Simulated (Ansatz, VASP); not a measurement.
F in VASP and in Ansatz

The input INCAR:

```
ALGO = Normal
EDIFF = 1E-6
ENCUT = 520
GGA = PE
ISIF = 2
ISMEAR = 0
IVDW = 12
LASPH = T
LCHARG = F
LREAL = F
LWAVE = F
NBANDS = 22
NELM = 80
PREC = Accurate
SIGMA = 0.05
```

The input KPOINTS:

```
k-points
0
Gamma
  8 8 4
```

POSCAR

```
F
1.0
    2.7735902046     -1.7628796394      0.2927051127
    2.7735902046      1.7628796394      0.2927051127
   -0.8227725226      0.0000000000      6.6402307669
F
4
Direct
    0.9138648456      0.5855481450      0.1189334613
    0.4144518550      0.0861351544      0.3810665387
    0.0861351544      0.4144518550      0.8810665387
    0.5855481450      0.9138648456      0.6189334613
```

Input for Ansatz:

```yaml
crystal:
  lattice:
    - [2.7735902046, -1.7628796394, 0.2927051127]
    - [2.7735902046, 1.7628796394, 0.2927051127]
    - [-0.8227725226, 0.0, 6.6402307669]
  atoms:
    - { symbol: F, position: [0.9138648456, 0.585548145, 0.1189334613] }
    - { symbol: F, position: [0.414451855, 0.0861351544, 0.3810665387] }
    - { symbol: F, position: [0.0861351544, 0.414451855, 0.8810665387] }
    - { symbol: F, position: [0.585548145, 0.9138648456, 0.6189334613] }
basis:
  ecutwfc: 520.0
kpoints:
  mp_grid: { grid: [8, 8, 4] }
hamiltonian:
  xc: pbe
  dispersion: d3bj
scf:
  occupations: { method: gaussian, width: 0.05 }
output:
  forces: true
  stress: true
  eigenvalues: true
```

Alike in both runs: task single point; functional PBE; dispersion D3(BJ); k mesh 8 × 8 × 4; occupations gaussian, width 0.05 eV; no spin polarisation.

```csv
,VASP,Ansatz
version,VASP 6.6.1,Ansatz 0.2.0
potentials or method,"VASP PAW PBE potentials, release 64 (F), cutoff 520 eV","scalar-relativistic, plane waves, PAW"
valence electrons in the cell,28,28
```

|  | VASP | Ansatz | Ansatz less VASP |
| --- | --- | --- | --- |
| gap on the k mesh at the Fermi level (eV) | 0.58 | 0.61 | +0.031 |
| least direct gap on the mesh (eV) | 0.58 | 0.61 | +0.031 |
| pressure (GPa) | -10.7 | -10.4 | +0.31 |
| traceless stress, the component that is largest in VASP (GPa) | -14.72 | -15.13 | -0.411 |
| rms of the force components (eV/Å) | 1.781 | 1.833 | +0.0527 |

Atom by atom the forces differ by 0.053 eV/Å (rms over components).
